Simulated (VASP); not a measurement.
# MnS (Fm-3m) in VASP: further runs, part 2 of 2

VASP 6.6.1.

### 4 Single point, PBE+D3(BJ), collinear spin, ferromagnetic start (16.18 Å³/atom)

This run uses another cell than the first one, of 16.18 Å³/atom.

INCAR

```
  PREC = Accurate
  ENCUT = 500
  EDIFF = 1E-6
  ISMEAR = 0
  SIGMA = 0.05
  LREAL = F
  LASPH = T
  NELM = 200
  ALGO = Normal
  ISIF = 2
  LWAVE = F
  LCHARG = T
  ISPIN = 2
  MAGMOM = 4.34 0
  LORBIT = 11
  LMAXMIX = 4
  GGA = PE
  IVDW = 12
  LELF = T
  LVHAR = T
  NBANDS = 20
  GGA_COMPAT = F
```

KPOINTS

```
Automatic mesh
0
Gamma
  8 8 8
```

POSCAR

```
MnS
1.0
    0.0000000000      2.5294709697      2.5294709697
    2.5294709697      0.0000000000      2.5294709697
    2.5294709697      2.5294709697      0.0000000000
Mn S
1 1
Direct
    0.0000000000      0.0000000000      0.0000000000
    0.5000000000      0.5000000000      0.5000000000
```

On the command line:

```sh
$ cat potpaw_PBE.64/Mn_pv/POTCAR potpaw_PBE.64/S/POTCAR > POTCAR
$ mpirun -np 1 vasp_std > vasp.out
```

Run time: 90 s. Hardware: 1 thread of Intel Xeon 8259CL, shared host; peak memory 0.2 GiB.

Results (log left out):

```yaml
Free_energy: -14.9694 eV
Pressure: -1.9 GPa
Net_moment: 4.52 μB per cell
Site_moments: Mn +4.11; S +0.10 μB
Valence_electrons_inside_the_program's_atomic_spheres: Mn 11.39; S 3.75
Dispersion_energy_per_atom: -0.447 eV
```

Levels at points of the mesh, in eV from the Fermi level:
Spin up:
```tsv
k point	band 10	band 11	band 12	band 13	band 14	band 15
(0.00, 0.00, 0.00)	-1.96	-1.96	-1.96	2.42	8.80	8.80
(0.50, 0.00, 0.00)	-2.34	0.74	0.74	2.89	5.47	5.47
(0.50, 0.50, 0.00)	-2.60	-2.60	-2.01	1.08	5.61	10.94
```
Spin down:
```csv
k point,band 4,band 5,band 6,band 7,band 8,band 9,band 10,band 11
"(0.00, 0.00, 0.00)",-14.89,-1.75,-1.75,-1.75,0.08,0.08,0.08,0.17
"(0.50, 0.00, 0.00)",-13.38,-6.94,-3.71,-3.71,1.22,1.22,1.45,3.38
"(0.50, 0.50, 0.00)",-13.21,-6.07,-3.44,-3.44,-1.20,0.66,1.50,1.50
```

Caveat: three body term missing; a cell with one magnetic atom can't hold antiferromagnetic order, which such compounds often take; semilocal functionals often make such compounds metallic where correlation or magnetic order opens a gap, which also shifts bond lengths. With open d or f shells a metallic result of PBE can be an artefact of self-interaction; +U or a hybrid may open a gap.

### 5 Single point, BLYP+D3(BJ), collinear spin, ferromagnetic start (16.24 Å³/atom)

This run uses another cell than the first one, of 16.24 Å³/atom.

INCAR

```
PREC = Accurate ; ENCUT = 500
EDIFF = 1E-6 ; ISMEAR = 0
SIGMA = 0.05 ; LREAL = F
LASPH = T ; NELM = 200
ALGO = Normal ; ISIF = 2
LWAVE = F ; LCHARG = F
ISPIN = 2 ; MAGMOM = 4.11 0
LORBIT = 11 ; LMAXMIX = 4
GGA = B5 ; ALDAX = 1.0
AGGAX = 1.0 ; AGGAC = 1.0
ALDAC = 0.0 ; IVDW = 12
VDW_S6 = 1.0 ; VDW_S8 = 2.6996
VDW_A1 = 0.4298 ; VDW_A2 = 4.2359
NBANDS = 20 ; GGA_COMPAT = F
```

KPOINTS is that of step 4.

POSCAR

```
MnS
1.0
    0.0000000000      2.5322061077      2.5322061077
    2.5322061077      0.0000000000      2.5322061077
    2.5322061077      2.5322061077      0.0000000000
Mn S
1 1
Direct
    0.0000000000      0.0000000000      0.0000000000
    0.5000000000      0.5000000000      0.5000000000
```

Potentials or basis: VASP PAW PBE potentials, release 64 (Mn_pv, S).

On the command line:

```sh
$ cat potpaw_PBE.64/Mn_pv/POTCAR potpaw_PBE.64/S/POTCAR > POTCAR
$ mpirun -np 1 vasp_std > vasp.out
```

OUTCAR:

```text
PREC = Accurate
   ENCUT = 500
   EDIFF = 1E-6
   ISMEAR = 0
   LREAL = F
   LASPH = T
   NELM = 200
   ISIF = 2
   ISPIN = 2
   LORBIT = 11
   GGA = B5
   IVDW = 12
 IVDW          = 12

 ion  position               nearest neighbor table
   1  0.000  0.000  0.000-   2 2.53   2 2.53   2 2.53   2 2.53   2 2.53   2 2.53
   2  0.500  0.500  0.500-   1 2.53   1 2.53   1 2.53   1 2.53   1 2.53   1 2.53

  LATTYP: Found a face centered cubic cell.
 ALAT       =     5.0644122154

  Lattice vectors:

[... 1323 lines left out ...]
  in kB     -36.02525   -36.02525   -36.02525    -0.00000     0.00000     0.00000
  external pressure =      -36.03 kB  Pullay stress =        0.00 kB

 VOLUME and BASIS-vectors are now :
 -----------------------------------------------------------------------------
  energy-cutoff  :      500.00
  volume of cell :       32.47
      direct lattice vectors                 reciprocal lattice vectors
     0.000000000  2.532206108  2.532206108    -0.197456281  0.197456281  0.197456281
     2.532206108  0.000000000  2.532206108     0.197456281 -0.197456281  0.197456281
     2.532206108  2.532206108  0.000000000     0.197456281  0.197456281 -0.197456281

 POSITION                                       TOTAL-FORCE (eV/Angst)
 -----------------------------------------------------------------------------------
      0.00000      0.00000      0.00000         0.000000      0.000000     -0.000000
      2.53221      2.53221      2.53221        -0.000000     -0.000000      0.000000
 -----------------------------------------------------------------------------------
    total drift:                               -0.000000      0.000000      0.000000

  FREE ENERGIE OF THE ION-ELECTRON SYSTEM (eV)
  ---------------------------------------------------
  free  energy   TOTEN  =       -14.4503774763 eV

  energy  without entropy=      -14.4477871701  energy(sigma->0) =      -14.44908232

 total charge

# of ion       s       p       d       tot
------------------------------------------
    1        0.230   6.188   5.021  11.439
    2        1.340   2.444   0.000   3.784
--------------------------------------------------
tot          1.570   8.632   5.021  15.223

 magnetization (x)

# of ion       s       p       d       tot
------------------------------------------
    1        0.046   0.035   3.902   3.982
    2        0.028   0.075   0.000   0.103
--------------------------------------------------
tot          0.074   0.110   3.902   4.086
```

OSZICAR:

```text
N       E                     dE             d eps       ncg     rms          rms(c)
DAV:   1     0.155179661949E+03    0.15518E+03   -0.99854E+03  2328   0.974E+02
DAV:   2    -0.586547445843E+01   -0.16105E+03   -0.15154E+03  2456   0.285E+02
DAV:   3    -0.135552476196E+02   -0.76898E+01   -0.76070E+01  2656   0.678E+01
DAV:   4    -0.136426984783E+02   -0.87451E-01   -0.87391E-01  2620   0.738E+00
DAV:   5    -0.136439425106E+02   -0.12440E-02   -0.12440E-02  2620   0.925E-01    0.118E+01
DAV:   6    -0.126032841343E+02    0.10407E+01   -0.47908E+00  2616   0.273E+01    0.100E+01
DAV:   7    -0.124681176411E+02    0.13517E+00   -0.90757E-01  2528   0.134E+01    0.591E+00
DAV:   8    -0.124678120687E+02    0.30557E-03   -0.29468E-02  2596   0.161E+00    0.354E+00
DAV:   9    -0.124629113862E+02    0.49007E-02   -0.21767E-02  2756   0.141E+00    0.748E-01
DAV:  10    -0.124663266178E+02   -0.34152E-02   -0.72312E-03  2524   0.798E-01    0.278E-01
DAV:  11    -0.124659983454E+02    0.32827E-03   -0.15314E-03  2748   0.310E-01    0.108E-01
DAV:  12    -0.124661067748E+02   -0.10843E-03   -0.35561E-04  2504   0.144E-01    0.615E-02
DAV:  13    -0.124661276530E+02   -0.20878E-04   -0.80305E-06  2616   0.269E-02    0.442E-02
DAV:  14    -0.124661395343E+02   -0.11881E-04   -0.13601E-05  2364   0.256E-02    0.215E-02
DAV:  15    -0.124661409919E+02   -0.14576E-05   -0.18785E-06  2304   0.133E-02    0.694E-03
DAV:  16    -0.124661410915E+02   -0.99548E-07   -0.42237E-07  1232   0.586E-03
   1 F= -.14450377E+02 E0= -.14449082E+02  d E =-.259031E-02  mag=     4.3647
```

stdout:

```text
POSCAR found type information on POSCAR MnS
 POSCAR found :  2 types and       2 ions
 scaLAPACK will be used
 -----------------------------------------------------------------------------
|                                                                             |
|                                                                             |
|     You enforced a specific xc type in the INCAR file but a different       |
|     I HOPE YOU KNOW WHAT YOU ARE DOING!                                     |
|                                                                             |
 -----------------------------------------------------------------------------

 LDA part: xc-table for (Slater(with rela. corr.)+VWN5), standard interpolation
 POSCAR, INCAR and KPOINTS ok, starting setup
 FFT: planning ... GRIDC
 FFT: planning ... GRID_SOFT
 FFT: planning ... GRID
 WAVECAR not read
 entering main loop
```

Wall time 1.8 min (1 thread of Intel Xeon 8259CL, shared host); peak memory 0.2 GiB.

What came out:

```yaml
Free_energy: -14.4504 eV
Pressure: -3.6 GPa
Net_moment: 4.36 μB per cell
Site_moments: Mn +3.98; S +0.10 μB
Valence_electrons_inside_the_program's_atomic_spheres: Mn 11.44; S 3.78
Dispersion_energy_per_atom: -0.992 eV
```

Caveat: the cell stands under tension; the PAW data sets were made with another functional, which shifts forces and pressure a little; a cell with one magnetic atom can't hold antiferromagnetic order, which such compounds often take; semilocal functionals often make such compounds metallic where correlation or magnetic order opens a gap, which also shifts bond lengths. With open d or f shells a metallic result of BLYP can be an artefact of self-interaction; +U or a hybrid may open a gap.

### 6 Summary

```csv
level,cell,gap on the mesh (eV),pressure (GPa),moment (μB)
BLYP+D3(BJ),"a = 3.569 Å, angles 60.0°, 2 atoms",none,-3.9,4.26
PBE+D3(BJ),"a = 3.577 Å, angles 60.0°, 2 atoms",none,-1.9,4.52
BLYP+D3(BJ),"a = 3.581 Å, angles 60.0°, 2 atoms",none,-3.6,4.36
```

Alike in all rows: task single point; potentials or basis VASP PAW PBE potentials, release 64 (Mn_pv, S); spin collinear, ferromagnetic start; k mesh 8 × 8 × 8; cutoff (eV) 500; smearing gaussian 0.05 eV.

Caveats: a cell with one magnetic atom can't hold antiferromagnetic order, which such compounds often take; semilocal functionals often make such compounds metallic where correlation or magnetic order opens a gap, which also shifts bond lengths; the cell stands under tension (at least some runs); the PAW data sets were made with another functional, which shifts forces and pressure a little (at least some runs); the dispersion term is far too large for a dense solid, which distorts pressure and volume (at least some runs); three body term missing (at least some runs).

Absolute energies hang on the potentials; compare differences alone.
